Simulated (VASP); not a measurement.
Wanted: the native input for a VASP 6.6.1 run.

- Task: single point
- Functional: PBE
- Potentials or basis: VASP PAW PBE potentials, release 64 (Cs_sv)
- Cutoff: 520 eV
- k mesh: 9 × 9 × 9
- Occupations: fermi-dirac, width 0.05 eV
- Spin: non-collinear spin, zero start, spin-orbit coupling
- Starting moments: [[0.0, 0.0, 0.0]] μB
- Dipole correction: no
- Further INCAR settings: ALGO = Normal; EDIFF = 1e-06; NBANDS = 20

The structure of Cs lies in POSCAR:

```
Cs
1.0
    0.0000000000      3.8769736737      3.8769736737
    3.8769736737      0.0000000000      3.8769736737
    3.8769736737      3.8769736737      0.0000000000
Cs
1
Direct
    0.0000000000      0.0000000000      0.0000000000
```

This isn't the form of Cs at room conditions, which is bcc.

The input as run:

INCAR

```
ALGO = Normal
EDIFF = 1E-6
ENCUT = 520
GGA = PE
GGA_COMPAT = F
ISIF = 2
ISMEAR = -1
LASPH = T
LCHARG = T
LNONCOLLINEAR = T
LORBIT = 11
LORBMOM = T
LREAL = F
LSORBIT = T
LVHAR = T
LWAVE = F
MAGMOM = 0 0 0
NBANDS = 20
NELM = 150
PREC = Accurate
SIGMA = 0.05
```

KPOINTS

```
k-points
0
Gamma
  9 9 9
```

Potentials or basis: VASP PAW PBE potentials, release 64 (Cs_sv).

Run with:

```console
$ cat potpaw_PBE.64/Cs_sv/POTCAR > POTCAR
$ mpirun -np 1 vasp_ncl > vasp.out
```

Results of the run:

```
Pressure                                              : 0.0 GPa
Net moment                                            : 0.00 μB per cell
Valence electrons inside the program's atomic spheres : Cs 6.54
```

Wall time 100 s on 1 thread of Intel(R) Xeon(R) 6975P-C (Granite Rapids), on a shared host, peak memory 0.57 GiB.
